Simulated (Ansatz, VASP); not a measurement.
CdTe in VASP and in Ansatz

```
CELL_PARAMETERS angstrom
4.53255 0.00000 0.00000
2.26628 3.92531 0.00000
2.26628 1.30844 3.70081
ATOMIC_POSITIONS crystal
Cd 0.00000 0.00000 0.00000
Te 0.25000 0.25000 0.25000
```

Alike in both runs: task relaxation of cell and atoms; functional LDA; k mesh 6 × 6 × 6; no spin polarisation.

|  | VASP | Ansatz |
| --- | --- | --- |
| version | VASP 6.6.1 | Ansatz 0.2.0 |
| potentials or method | VASP PAW LDA potentials, release 64 (Cd, Te), cutoff 600 eV | plane waves, PAW |
| occupations | gaussian, width 0.01 eV | fixed |
| valence electrons in the cell | 18 | 36 |

Ansatz gave:

* relaxed volume (Å³/atom): 32.92
* relaxed cell length with the largest relative difference (Å): 4.533

Q: Estimate VASP's values.

A: Relaxed volume (Å³/atom): 33.14; relaxed cell length with the largest relative difference (Å): 4.543.

LDA's correlation is that of Perdew and Zunger in VASP and of Perdew and Wang (1992) in Ansatz. VASP's potentials hold 18 valence electrons a cell and Ansatz's 36, so a difference there can come from the potentials and not from the codes.

Neither program's run includes spin-orbit coupling.
